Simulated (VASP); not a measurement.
A run of VASP 6.6.1 is set up as follows.

The input INCAR:

```
SYSTEM = Al2Cu
PREC = Accurate ; ENCUT = 520
EDIFF = 1E-6 ; ISMEAR = 0
SIGMA = 0.15 ; LREAL = .False.
LASPH = .True. ; NELM = 60
ALGO = Fast ; ISIF = 2
LWAVE = .False. ; LCHARG = .False.
GGA = PE ; NBANDS = 26
```

The input KPOINTS:

```
Automatic mesh
0
Gamma
  10 10 10
  0 0 0
```

The input POSCAR:

```
Al2Cu
1.0
   -2.9959000000      2.9959000000      2.5389500000
    2.9959000000     -2.9959000000      2.5389500000
    2.9959000000      2.9959000000     -2.5389500000
Al Cu
4 2
Direct
    0.1587211657      0.6587211657      0.8174423314
    0.6587211657      0.8412788343      0.5000000000
    0.8412788343      0.3412788343      0.1825576686
    0.3412788343      0.1587211657      0.5000000000
    0.7500000000      0.7500000000      0.0000000000
    0.2500000000      0.2500000000      0.0000000000
```

Potentials or basis: VASP PAW PBE potentials, release 64 (Al, Cu).

The run is started by

```bash
$ cat potpaw_PBE.64/Al/POTCAR potpaw_PBE.64/Cu/POTCAR > POTCAR
$ mpirun -np 1 vasp_std > vasp.out
```

Task: What does it give for the pressure?

Result: -1.4 GPa.

Task: What does it give for the largest force?

Result: 0.132 eV/Å.

Task: Estimate the band gap on the k mesh.

Result: Zero (bands 17 and 18 overlap by 3.81 eV).

Forces in eV/Å, atoms in the order of the input:
```
Al   0.093  0.093  0.000
Al  -0.093  0.093  0.000
Al  -0.093 -0.093  0.000
Al   0.093 -0.093  0.000
Cu   0.000  0.000  0.000
Cu   0.000  0.000  0.000
```

Caveat: the stress differs along the axes, from -5 to 0 GPa.
